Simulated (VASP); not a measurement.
The system is ZnSe (Stilleite).

```
CELL_PARAMETERS angstrom
0.00000 2.83380 2.83380
2.83380 0.00000 2.83380
2.83380 2.83380 0.00000
ATOMIC_POSITIONS crystal
Zn 0.00000 0.00000 0.00000
Se 0.25000 0.25000 0.25000
```

Base run:

| Property | Result |
| --- | --- |
| Program | VASP 6.6.1 |
| Functional | r2SCAN |
| Dispersion | D3(BJ) |
| Potentials or basis | VASP PAW PBE potentials, release 64 (Zn, Se) |
| Cutoff | 520 eV |
| k mesh | 9 × 9 × 9 |
| Occupations | gaussian, width 0.01 eV |
| Spin | no spin polarisation |
| Hubbard terms | Zn d U = 3.5 eV |

Its results: band gap on the k mesh 2.08 eV, direct; pressure -1.8 GPa.

Q: After a change of settings the same cell gave: band gap on the k mesh 1.95 eV, direct; pressure 3.9 GPa. Which change was it?
A. k mesh from 9 × 9 × 9 to 7 × 7 × 7; further incar settings from ALGO = Normal; EDIFF = 1e-07; NBANDS = 16 to ALGO = Normal; EDIFF = 1e-06; NBANDS = 16
B. k mesh from 9 × 9 × 9 to 6 × 6 × 6; further incar settings from ALGO = Normal; EDIFF = 1e-07; NBANDS = 16 to ALGO = Normal; EDIFF = 1e-06; NBANDS = 16
C. k mesh from 9 × 9 × 9 to 4 × 4 × 4; further incar settings from ALGO = Normal; EDIFF = 1e-07; NBANDS = 16 to ALGO = Normal; EDIFF = 1e-06; NBANDS = 16
D. k mesh from 9 × 9 × 9 to 2 × 2 × 2

A: D.

Caveats: some runs use coarse meshes; three body term missing; the PAW data sets were made with another functional, which shifts forces and pressure a little.
